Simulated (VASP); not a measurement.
Input of a VASP 6.6.1 run:

File POSCAR:

```
W
1.0
    0.0000000000      2.9339172269      2.9339172269
    2.9339172269      0.0000000000      2.9339172269
    2.9339172269      2.9339172269      0.0000000000
W
2
Direct
    0.1250000000      0.1250000000      0.1250000000
    0.8750000000      0.8750000000      0.8750000000
```

File INCAR.step1:

```
SYSTEM = W
ALGO     = Normal         ! electronic algorithm
EDIFF    = 1E-4           ! SCF threshold, eV
ENCUT    = 520            ! plane-wave cutoff, eV
GGA      = PE             ! functional
ISMEAR   = -1             ! smearing method
LASPH    = .TRUE.         ! aspherical terms in the spheres
LCHARG   = .FALSE.        ! write CHGCAR
LREAL    = .FALSE.        ! projectors in reciprocal space
LWAVE    = .TRUE.         ! write WAVECAR
NBANDS   = 21             ! bands
NELM     = 80             ! most SCF steps
PREC     = Accurate       ! precision mode
SIGMA    = 0.1            ! smearing width, eV
```

The input INCAR.step2:

```
SYSTEM = W
ALGO     = Normal         ! electronic algorithm
EDIFF    = 1E-6           ! SCF threshold, eV
ENCUT    = 520            ! plane-wave cutoff, eV
ISIF     = 2              ! what is computed and relaxed
ISMEAR   = -1             ! smearing method
ISTART   = 1            
LASPH    = .TRUE.         ! aspherical terms in the spheres
LCHARG   = .FALSE.        ! write CHGCAR
LMIXTAU  = .TRUE.       
LREAL    = .FALSE.        ! projectors in reciprocal space
LWAVE    = .FALSE.        ! write WAVECAR
METAGGA  = R2SCAN         ! meta-GGA
NBANDS   = 21             ! bands
NELM     = 80             ! most SCF steps
PREC     = Accurate       ! precision mode
SIGMA    = 0.1            ! smearing width, eV
```

KPOINTS

```
k-points
0
G
  11 11 11
  0 0 0
```

Potentials or basis: VASP PAW PBE potentials, release 64 (W_sv).

The run is started by

```console
$ cat potpaw_PBE.64/W_sv/POTCAR > POTCAR
$ cp INCAR.step1 INCAR
$ mpirun -np 1 vasp_std > vasp.out
$ cp INCAR.step2 INCAR
$ mpirun -np 1 vasp_std > vasp.out
```

Predict the pressure.

-3.9 GPa.

Predict the band gap on the k mesh.

zero (band 14 reaches 5.44 eV, above the bottom of band 15 at 4.41 eV).

Caveat: the PAW data sets were made with another functional, which shifts forces and pressure a little; spin-orbit coupling is left out, which moves the levels of the heavy elements.
